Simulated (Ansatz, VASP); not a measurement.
# One calculation of HgTe, two programs

```
CELL_PARAMETERS angstrom
0.00000 2.92150 2.92150
2.92150 0.00000 2.92150
2.92150 2.92150 0.00000
ATOMIC_POSITIONS crystal
Hg 0.00000 0.00000 0.00000
Te 0.50000 0.50000 0.50000
```

Alike in both runs: task electric field gradients; functional LDA; k mesh 10 × 10 × 10; occupations fermi-dirac, width 0.08 eV; no spin polarisation.

|  | VASP | Ansatz |
| --- | --- | --- |
| version | VASP 6.6.1 | Ansatz 0.2.0 |
| potentials or method | VASP PAW LDA potentials, release 64 (Hg, Te) | PAW with Ansatz's default frozen-core files, scalar-relativistic |
| plane-wave cutoff (eV) | 400 | 420 |
| valence electrons in the cell | 18 | 36 |

|  | VASP | Ansatz | Ansatz less VASP |
| --- | --- | --- | --- |
| pressure (GPa) | 4.4 | 3.8 | -0.54 |

LDA's correlation is that of Perdew and Zunger in VASP and of Perdew and Wang (1992) in Ansatz. VASP's potentials hold 18 valence electrons a cell and Ansatz's 36, so a difference there can come from the potentials and not from the codes.

Neither program's run includes spin-orbit coupling.
